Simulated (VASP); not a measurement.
Input of a VASP 6.6.1 run:

Contents of POSCAR:

```
MgS
1.0
    0.0000000000      2.6196972200      2.6196972200
    2.6196972200      0.0000000000      2.6196972200
    2.6196972200      2.6196972200      0.0000000000
Mg S
1 1
Direct
    0.0000000000      0.0000000000      0.0000000000
    0.5000000000      0.5000000000      0.5000000000
```

File INCAR.step1:

```
PREC = Accurate
ENCUT = 520
ISMEAR = -1
SIGMA = 0.02
LREAL = F
LASPH = T
NELM = 60
NBANDS = 11
GGA = PE
ALGO = Normal
EDIFF = 1E-4
LWAVE = T
LCHARG = F
```

File INCAR.step2:

```
PREC = Accurate
ENCUT = 520
EDIFF = 1E-6
ISMEAR = -1
SIGMA = 0.02
LREAL = F
LASPH = T
NELM = 60
ALGO = Normal
ISIF = 2
LWAVE = F
LCHARG = F
METAGGA = R2SCAN
LMIXTAU = T
NBANDS = 11
ISTART = 1
```

File KPOINTS:

```
regular mesh
0
Gamma
  10 10 10
```

Potentials or basis: VASP PAW PBE potentials, release 64 (Mg, S).

The run is started by

```bash
$ cat potpaw_PBE.64/Mg/POTCAR potpaw_PBE.64/S/POTCAR > POTCAR
$ cp INCAR.step1 INCAR
$ mpirun -np 1 vasp_std > vasp.out
$ cp INCAR.step2 INCAR
$ mpirun -np 1 vasp_std > vasp.out
```

(1) What does it give for the band gap on the k mesh?

(2) What does it give for the pressure?

Results:

(1) 3.39 eV, indirect (least direct gap 4.44 eV).

(2) -2.0 GPa.

Caveat: the PAW data sets were made with another functional, which shifts forces and pressure a little.
